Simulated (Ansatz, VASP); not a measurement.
## YBeCl5: VASP beside Ansatz

```
CELL_PARAMETERS angstrom
-2.58813 4.20258 4.59744
2.58813 -4.20258 4.59744
2.58813 4.20258 -4.59744
ATOMIC_POSITIONS crystal
Y 0.50000 0.50000 0.00000
Be 0.00000 0.00000 0.00000
Cl 0.80287 0.50000 0.30287
Cl 0.19713 0.50000 0.69713
Cl 0.20193 0.20193 0.00000
Cl 0.79807 0.79807 0.00000
Cl 0.50000 0.00000 0.50000
```

Alike in both runs: task single point; functional r2SCAN; dispersion rVV10; k mesh 6 × 6 × 6; occupations fermi-dirac, width 0.03 eV; no spin polarisation.

|  | VASP | Ansatz |
| --- | --- | --- |
| version | VASP 6.6.1 | Ansatz 0.2.0 |
| potentials or method | VASP PAW PBE potentials, release 64 (Y_sv, Be, Cl) | plane waves, PAW |
| plane-wave cutoff (eV) | 520 | 500 |
| valence electrons in the cell | 48 | 48 |

VASP gave:

- gap on the k mesh at the Fermi level (eV): 4.20
- pressure (GPa): -0.2
- traceless stress, the component that is largest in VASP (GPa): -0.17
- rms of the force components (eV/Å): 0.029

Problem. Estimate Ansatz's values.

Solution. gap on the k mesh at the Fermi level (eV): 4.17; pressure (GPa): 0.0; traceless stress, the component that is largest in VASP (GPa): 0.00; rms of the force components (eV/Å): 0.001.

VASP's potentials were made for PBE, not for r2SCAN. Atom by atom the forces differ by 0.029 eV/Å (rms over components).
